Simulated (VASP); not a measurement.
Input of a VASP 6.6.1 run:

The input INCAR:

```
PREC = Accurate
ENCUT = 520
EDIFF = 1E-7
ISMEAR = 0
SIGMA = 0.1
LREAL = False
LASPH = True
NELM = 80
ALGO = Normal
ISIF = 2
LWAVE = False
LCHARG = True
GGA = PE
LELF = True
LVHAR = True
NBANDS = 38
```

File KPOINTS:

```
Automatic mesh
0
Gamma
  4 4 4
```

Contents of POSCAR:

```
Ta5Si
1.0
    0.0000000000      3.8407309300      3.8407309300
    3.8407309300      0.0000000000      3.8407309300
    3.8407309300      3.8407309300      0.0000000000
Ta Si
5 1
Direct
    0.1154093100      0.1154093100      0.1154093100
    0.1154093100      0.1154093100      0.6537720700
    0.1154093100      0.6537720700      0.1154093100
    0.6537720700      0.1154093100      0.1154093100
    0.7500000000      0.7500000000      0.7500000000
    0.5000000000      0.5000000000      0.5000000000
```

Potentials or basis: VASP PAW PBE potentials, release 64 (Ta_pv, Si).

Run with:

```console
$ cat potpaw_PBE.64/Ta_pv/POTCAR potpaw_PBE.64/Si/POTCAR > POTCAR
$ mpirun -np 1 vasp_std > vasp.out
```

Question: What does it give for the largest force?

Answer: 6.139 eV/Å.

Question: What does it give for the band gap on the k mesh?

Answer: Zero (an odd number of electrons rules out a gap without spin polarisation).

Question: What does it give for the pressure?

Answer: 6.0 GPa.

Forces on the atoms (eV/Å):
```
Ta   3.544  3.544  3.544
Ta  -3.544 -3.544  3.544
Ta  -3.544  3.544 -3.544
Ta   3.544 -3.544 -3.544
Ta   0.000  0.000  0.000
Si   0.000  0.000  0.000
```

Caveat: the cell stands under pressure; spin-orbit coupling is left out, which moves the levels of the heavy elements; forces of over 1 eV/Å act on the atoms, so gaps and moduli don't describe the material at rest.
